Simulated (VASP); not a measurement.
A run of VASP 6.6.1 is set up as follows.

INCAR

```
  PREC = Accurate
  ENCUT = 520
  EDIFF = 1E-6
  ISMEAR = 0
  SIGMA = 0.1
  LREAL = F
  LASPH = T
  NELM = 150
  ALGO = Normal
  ISIF = 2
  LWAVE = F
  LCHARG = F
  ISPIN = 2
  MAGMOM = 0 0 1
  LORBIT = 11
  GGA = PE
  NBANDS = 16
```

Contents of KPOINTS:

```
Automatic mesh
0
Gamma
  6 6 4
```

POSCAR

```
Mg2O
1.0
    3.2358482112      0.0000000000      0.0000000000
    0.0000000000      3.5426835265      0.0000000000
    0.0000000000      0.0000000000      5.5444013055
Mg O
2 1
Direct
    0.0000000000      0.0000000000      0.3783501982
    0.5000000000      0.0000000000      0.9013761743
    0.0000000000      0.0000000000      0.7202736276
```

Potentials or basis: VASP PAW PBE potentials, release 64 (Mg, O).

Launch:

```sh
$ cat potpaw_PBE.64/Mg/POTCAR potpaw_PBE.64/O/POTCAR > POTCAR
$ mpirun -np 1 vasp_std > vasp.out
```

Estimate the largest force.

0.046 eV/Å.

Estimate the pressure.

-0.1 GPa.

Forces in eV/Å, atoms in the order of the input:
```
Mg   0.000  0.000 -0.046
Mg   0.000  0.000  0.045
O    0.000  0.000  0.001
```
